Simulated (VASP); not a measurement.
# Ni in VASP: further runs, part 2 of 3

VASP 6.6.1. Earlier steps stand in the parts before.

### 3 Single point, PBEsol, collinear spin, ferromagnetic start

This run uses another cell than the first one, of 10.70 Å³/atom, 1.010 times its volume.

INCAR reads:

```
SYSTEM = Ni
  ALGO = Normal
  EDIFF = 1E-7
  ENCUT = 520
  GGA = PS
  ISIF = 2
  ISMEAR = -1
  ISPIN = 2
  LASPH = .TRUE.
  LCHARG = .TRUE.
  LELF = .TRUE.
  LMAXMIX = 4
  LORBIT = 11
  LREAL = .FALSE.
  LVHAR = .TRUE.
  LWAVE = .FALSE.
  MAGMOM = 1
  NBANDS = 15
  NELM = 150
  PREC = Accurate
  SIGMA = 0.05
```

KPOINTS reads:

```
k-points
0
G
  11 11 11
  0 0 0
```

POSCAR reads:

```
Ni
1.0
    0.0000000000      1.7375729330      1.7723243917
    1.7375729330      0.0000000000      1.7723243917
    1.7375729330      1.7375729330      0.0000000000
Ni
1
Direct
    0.0000000000      0.0000000000      0.0000000000
```

Potentials or basis: VASP PAW PBE potentials, release 64 (Ni).

The run is started by

```bash
$ cat potpaw_PBE.64/Ni/POTCAR > POTCAR
$ mpirun -np 1 vasp_std > vasp.out
```

OUTCAR:

```text
SYSTEM = Ni
   EDIFF = 1E-7
   ENCUT = 520
   GGA = PS
   ISIF = 2
   ISMEAR = -1
   ISPIN = 2
   LASPH = .TRUE.
   LORBIT = 11
   LREAL = .FALSE.
   NELM = 150
   PREC = Accurate

 ion  position               nearest neighbor table
   1  0.000  0.000  0.000-

  LATTYP: Found a body centered tetragonal cell.
 ALAT       =     2.4572992075
 C/A-ratio  =     1.4424978337

  Lattice vectors:

 A1 = (  -1.7375729330,   0.0000000000,   1.7723243917)
 A2 = (   1.7375729330,   0.0000000000,   1.7723243917)
 A3 = (   0.0000000000,   1.7375729330,  -1.7723243917)

Analysis of symmetry for initial positions (statically):
=====================================================================
 Subroutine PRICEL returns:
 Original cell was already a primitive cell.

 Routine SETGRP: Setting up the symmetry group for a
 body centered tetragonal supercell.

 Subroutine GETGRP returns: Found 16 space group operations
 (whereof 16 operations were pure point group operations)
 out of a pool of 16 trial point group operations.

The static configuration has the point symmetry D_4h.

Analysis of symmetry for dynamics (positions and initial velocities):
=====================================================================
 Subroutine PRICEL returns:
 Original cell was already a primitive cell.

 Routine SETGRP: Setting up the symmetry group for a
 body centered tetragonal supercell.

 Subroutine GETGRP returns: Found 16 space group operations
 (whereof 16 operations were pure point group operations)
 out of a pool of 16 trial point group operations.

The dynamic configuration has the point symmetry D_4h.

Analysis of structural, dynamic, and magnetic symmetry:
=====================================================================
 Subroutine PRICEL returns:
 Original cell was already a primitive cell.

 Routine SETGRP: Setting up the symmetry group for a
 body centered tetragonal supercell.

 Subroutine GETGRP returns: Found 16 space group operations
 (whereof 16 operations were pure point group operations)
 out of a pool of 16 trial point group operations.

The overall configuration has the point symmetry D_4h.

 Subroutine INISYM returns: Found 16 space group operations
 (whereof 16 operations are pure point group operations),
 and found     1 'primitive' translations

----------------------------------------------------------------------------------------

                                     Primitive cell

  volume of cell :      10.7019

  direct lattice vectors                    reciprocal lattice vectors
     0.000000000  1.737572933  1.772324392    -0.287757705  0.287757705  0.282115397
     1.737572933  0.000000000  1.772324392     0.287757705 -0.287757705  0.282115397
     1.737572933  1.737572933  0.000000000     0.287757705  0.287757705 -0.282115397

  length of vectors
     2.481993845  2.481993845  2.457299207     0.495174809  0.495174809  0.495174809

  position of ions in fractional coordinates (direct lattice)
     0.000000000  0.000000000  0.000000000

  ion indices of the primitive-cell ions
   primitive index   ion index
                 1           1

----------------------------------------------------------------------------------------

 KPOINTS: k-points

Automatic generation of k-mesh.
 Grid dimensions read from file:
 generate k-points for:   11   11   11

[... 66 lines left out ...]
   NSW    =      0    number of steps for IOM
   IBRION =     -1    ionic relax: 0-MD 1-quasi-New 2-CG
   NFREE  =      0    steps in history (QN), initial steepest desc. (CG)
   ISIF   =      2    stress and relaxation
   ISYM   =      2    0-nonsym 1-usesym 2-fastsym
   POTIM  = 0.5000    time-step for ionic-motion
   TEBEG  =    0.0;   TEEND  =   0.0 temperature during run
   PSTRESS=    0.0 pullay stress
   NELECT =      10.0000    total number of electrons
   NUPDOWN=      -1.0000    fix difference up-down
   EMIN   =  10.00;   EMAX   =-10.00  energy-range for DOS
   EFERMI =   0.00;   METHOD = LEGACY
   ISMEAR =    -1;   SIGMA  =   0.05  broadening in eV -4-tet -1-fermi 0-gaus
   EFERMI_NEDOS =   21; number of points for ismear=-14 and -15
   IALGO  =     38    algorithm
   IMIX   =      4    mixing-type and parameters
     AMIX     =   0.40;   BMIX     =  1.00
     AMIX_MAG =   1.60;   BMIX_MAG =  1.00
  volume/ion in A,a.u.               =      10.70        72.22
  Fermi-wavevector in a.u.,A,eV,Ry     =   1.600498  3.024502 34.852589  2.561593
  Thomas-Fermi vector in A             =   2.697624
   LORBIT       =     11    0 simple, 1 ext, 2 COOP (PROOUT), +10 PAW based schemes
   GGA     = PS    functional components
   LHFCALC =     F    Hartree Fock is set to
   AEXX    =    0.0000 exact exchange contribution
   IVDW    =     0    specifies the selected vdW correction
   LEPSILON=     F    determine dielectric tensor
   LRPA    =     F    only Hartree local field effects (RPA)
 spin polarized calculation
  energy-cutoff  :      520.00
  volume of cell :       10.70
 maximum number of plane-waves:       302
   NGX =  9   NGY =  9   NGZ =  9

 number of electron      10.0000005 magnetization       0.5748407

 Free energy of the ion-electron system (eV)
  ---------------------------------------------------
  ext. energy  EPLUGINS =         0.00000000
  ---------------------------------------------------
  free energy    TOTEN  =        -6.13595445 eV

  energy without entropy =       -6.12189766  energy(sigma->0) =       -6.12892605

 E-fermi :   9.4117     XC(G=0): -13.5329

 val. band max:        9.4069361724   @ k =   0.3636   0.2727   0.0000
 cond. band min:       9.4256725683   @ k =   0.3636   0.2727   0.0000
 fundamental gap:      0.0187363959
 Fermi energy:         9.4117344880

 spin component 1

 k-point     1 :       0.0000    0.0000    0.0000
  band No.  band energies     occupation
      1       0.2529      1.00000
      2       6.9015      1.00000
      3       7.0275      1.00000
      4       7.0275      1.00000
      5       8.1065      1.00000
      6       8.2439      1.00000
      7      33.2713      0.00000
      8      37.0864      0.00000
      9      37.3103      0.00000
     10      37.3103      0.00000
     11      40.1748      0.00000
     12      40.1748      0.00000
     13      40.2940      0.00000
     14      43.1723      0.00000
[... 403 lines left out ...]
      4       7.6616      1.00000
      5       7.7734      1.00000
      6       8.9587      0.99988
      7      24.7069      0.00000
      8      25.5351      0.00000
      9      35.9421      0.00000
     10      37.1226      0.00000
     11      38.7192      0.00000
     12      41.7868      0.00000
     13      42.6254      0.00000
     14      47.9432      0.00000
     15      50.5310      0.00000

 [... further k-points ...]

 spin component 2

 k-point     1 :       0.0000    0.0000    0.0000
  band No.  band energies     occupation
      1       0.2316      1.00000
      2       7.5722      1.00000
      3       7.6952      1.00000
      4       7.6952      1.00000
      5       8.6739      1.00000
      6       8.8092      0.99999
      7      33.1547      0.00000
      8      37.0637      0.00000
      9      37.3059      0.00000
     10      37.3059      0.00000
     11      40.2713      0.00000
     12      40.2713      0.00000
     13      40.4063      0.00000
     14      43.0730      0.00000
[... 403 lines left out ...]
      4       8.3111      1.00000
      5       8.3605      1.00000
      6       9.5886      0.02827
      7      24.8519      0.00000
      8      25.6195      0.00000
      9      35.9225      0.00000
     10      37.1866      0.00000
     11      38.6531      0.00000
     12      41.8423      0.00000
     13      42.7293      0.00000
     14      48.1037      0.00000
     15      50.5354      0.00000

 [... further k-points ...]
[... 5 lines left out ...]
  --------------------------------------------------------------------------------------
  -------------------------------------------------------------------------------------
  Total       -0.3883258     -0.3883258     -0.5719475      0.0000000      0.0000000      0.0000000
  in kB      -58.1363135    -58.1363135    -85.6263560      0.0000000      0.0000000      0.0000000
  external PRESSURE =     -67.2996610 kB  Pullay stress =       0.0000000 kB

 VOLUME and BASIS-vectors are now :
 -----------------------------------------------------------------------------
  energy-cutoff  :      520.00
  volume of cell :       10.70
      direct lattice vectors                 reciprocal lattice vectors
     0.000000000  1.737572933  1.772324392    -0.287757705  0.287757705  0.282115397
     1.737572933  0.000000000  1.772324392     0.287757705 -0.287757705  0.282115397
     1.737572933  1.737572933  0.000000000     0.287757705  0.287757705 -0.282115397

 POSITION                                       TOTAL-FORCE (eV/Angst)
 -----------------------------------------------------------------------------------
      0.00000      0.00000      0.00000         0.000000      0.000000      0.000000
 -----------------------------------------------------------------------------------
    total drift:                               -0.000000     -0.000000     -0.000000

  FREE ENERGIE OF THE ION-ELECTRON SYSTEM (eV)
  ---------------------------------------------------
  free  energy   TOTEN  =        -6.1359544505 eV

  energy  without entropy=       -6.1218976586  energy(sigma->0) =       -6.12892605

 total charge

# of ion       s       p       d       tot
------------------------------------------
    1        0.506   0.517   8.320   9.343

 magnetization (x)

# of ion       s       p       d       tot
------------------------------------------
    1       -0.007  -0.025   0.617   0.584
```

OSZICAR:

```text
N       E                     dE             d eps       ncg     rms          rms(c)
DAV:   1     0.314528963195E+02    0.31453E+02   -0.41762E+03  8028   0.856E+02
DAV:   2    -0.595397625410E+01   -0.37407E+02   -0.34619E+02  8589   0.161E+02
DAV:   3    -0.733196099169E+01   -0.13780E+01   -0.13669E+01  9303   0.303E+01
DAV:   4    -0.734028735466E+01   -0.83264E-02   -0.83252E-02  9280   0.224E+00
DAV:   5    -0.734038636347E+01   -0.99009E-04   -0.99007E-04  9405   0.217E-01    0.108E+01
DAV:   6    -0.652465131203E+01    0.81574E+00   -0.15459E+01 10997   0.436E+01    0.611E+00
DAV:   7    -0.615620135621E+01    0.36845E+00   -0.27022E+00 10003   0.162E+01    0.184E+00
DAV:   8    -0.613957107241E+01    0.16630E-01   -0.27515E-02  9359   0.113E+00    0.915E-01
DAV:   9    -0.613676063630E+01    0.28104E-02   -0.16154E-03 12453   0.224E-01    0.273E-01
DAV:  10    -0.613595667046E+01    0.80397E-03   -0.78308E-04 12764   0.138E-01    0.379E-02
DAV:  11    -0.613595318022E+01    0.34902E-05   -0.18079E-05 10427   0.291E-02    0.244E-02
DAV:  12    -0.613595452462E+01   -0.13444E-05   -0.11274E-06 11283   0.630E-03    0.302E-03
DAV:  13    -0.613595445049E+01    0.74133E-07   -0.33795E-08  7039   0.146E-03
   1 F= -.61359545E+01 E0= -.61289261E+01  d E =-.140568E-01  mag=     0.5749
```

stdout:

```text
POSCAR found type information on POSCAR Ni
 POSCAR found :  1 types and       1 ions
 scaLAPACK will be used
 -----------------------------------------------------------------------------
|                                                                             |
|                                                                             |
|     You enforced a specific xc type in the INCAR file but a different       |
|     I HOPE YOU KNOW WHAT YOU ARE DOING!                                     |
|                                                                             |
 -----------------------------------------------------------------------------

 LDA part: xc-table for (Slater+PW92), standard interpolation
 POSCAR, INCAR and KPOINTS ok, starting setup
 FFT: planning ... GRIDC
 FFT: planning ... GRID_SOFT
 FFT: planning ... GRID
 WAVECAR not read
 entering main loop
```

It took 72 s on 1 thread of Intel Xeon 8259CL, shared host; peak memory 0.15 GiB.

What came out:

```
Free energy                                           : -6.1360 eV
Pressure                                              : -6.7 GPa
Net moment                                            : 0.57 μB per cell
Site moments                                          : Ni +0.58 μB
Valence electrons inside the program's atomic spheres : Ni 9.34
```

Caveat: the PAW data sets were made with another functional, which shifts forces and pressure a little.

### 4 Single point, PBEsol, collinear spin, ferromagnetic start

This run uses another cell than the first one, of 10.91 Å³/atom, 1.030 times its volume.

INCAR reads:

```
PREC = Accurate
ENCUT = 520
EDIFF = 1E-7
ISMEAR = -1
SIGMA = 0.05
LREAL = F
LASPH = T
NELM = 150
ALGO = Fast
ISIF = 2
LWAVE = F
LCHARG = T
ISPIN = 2
MAGMOM = 1
LORBIT = 11
LMAXMIX = 4
GGA = PS
LELF = T
LVHAR = T
NBANDS = 15
```

KPOINTS reads:

```
Automatic mesh
0
Gamma
  11 11 11
```

POSCAR reads:

```
Ni
1.0
    0.0000000000      1.7375729330      1.8070758503
    1.7375729330      0.0000000000      1.8070758503
    1.7375729330      1.7375729330      0.0000000000
Ni
1
Direct
    0.0000000000      0.0000000000      0.0000000000
```

The run is started by

```bash
$ cat potpaw_PBE.64/Ni/POTCAR > POTCAR
$ mpirun -np 1 vasp_std > vasp.out
```

Run time: 88 s. Hardware: 1 thread of Intel Xeon 8259CL, shared host; peak memory 0.15 GiB.

The run converged. Its results:

| Property | Result |
| --- | --- |
| Free energy | -6.1213 eV |
| Pressure | -10.2 GPa |
| Net moment | 0.58 μB per cell |
| Site moments | Ni +0.59 μB |
| Valence electrons inside the program's atomic spheres | Ni 9.31 |

Stress tensor (GPa, compression positive):
```
 -8.44   0.00   0.00
  0.00  -8.44   0.00
  0.00   0.00 -13.80
```

Levels at points of the mesh, in eV from the Fermi level:
Spin up:
```tsv
k point	band 1	band 2	band 3	band 4	band 5	band 6	band 7	band 8	band 9	band 10
(0.00, 0.00, 0.00)	-9.02	-2.54	-2.29	-2.29	-1.35	-1.09	23.72	27.24	27.65	27.65
```
Spin down:
```
           k point  band 3  band 4  band 5  band 6  band 7  band 8
(0.00, 0.00, 0.00)   -1.62   -1.62   -0.79   -0.52   23.60   27.21
```

Caveat: the PAW data sets were made with another functional, which shifts forces and pressure a little.

[end of part 2 of 3]
